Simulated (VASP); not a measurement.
Write the native input for VASP 6.6.1 that does the following.

| Quantity | Value |
| --- | --- |
| Task | single point |
| Functional | PBEsol |
| Potentials or basis | VASP PAW PBE potentials, release 64 (Cd, Se) |
| Cutoff | 500 eV |
| k mesh | 6 × 6 × 6 |
| Occupations | gaussian, width 0.1 eV |
| Spin | no spin polarisation |
| Dipole correction | no |
| Further INCAR settings | ALGO = Normal; EDIFF = 1e-06; NBANDS = 16 |

The structure of CdSe (Hawleyite) lies in POSCAR:

```
CdSe
1.0
    0.0000000000     -3.0702711986     -3.0702711986
   -3.0702711986     -3.0702711986      0.0000000000
   -3.0702711986      0.0000000000     -3.0702711986
Cd Se
1 1
Direct
    0.0000000000      0.0000000000      0.0000000000
    0.2500000000      0.2500000000      0.2500000000
```

These files were run (other wordings do the same):

INCAR

```
  PREC = Accurate
  ENCUT = 500
  EDIFF = 1E-6
  ISMEAR = 0
  SIGMA = 0.1
  LREAL = False
  LASPH = True
  NELM = 120
  ALGO = Normal
  ISIF = 2
  LWAVE = False
  LCHARG = False
  GGA = PS
  NBANDS = 16
  GGA_COMPAT = False
```

KPOINTS

```
regular mesh
0
Gamma
  6 6 6
```

Potentials or basis: VASP PAW PBE potentials, release 64 (Cd, Se).

Launch:

```bash
$ cat potpaw_PBE.64/Cd/POTCAR potpaw_PBE.64/Se/POTCAR > POTCAR
$ mpirun -np 1 vasp_std > vasp.out
```

It gave:

```json
{
  "Pressure": "-1.1 GPa",
  "Band gap on the k mesh": "0.42 eV, direct"
}
```

Caveat: the PAW data sets were made with another functional, which shifts forces and pressure a little.

It took 15 s on 1 thread of Intel Xeon 8259CL, on a shared host, peak memory 0.18 GiB.
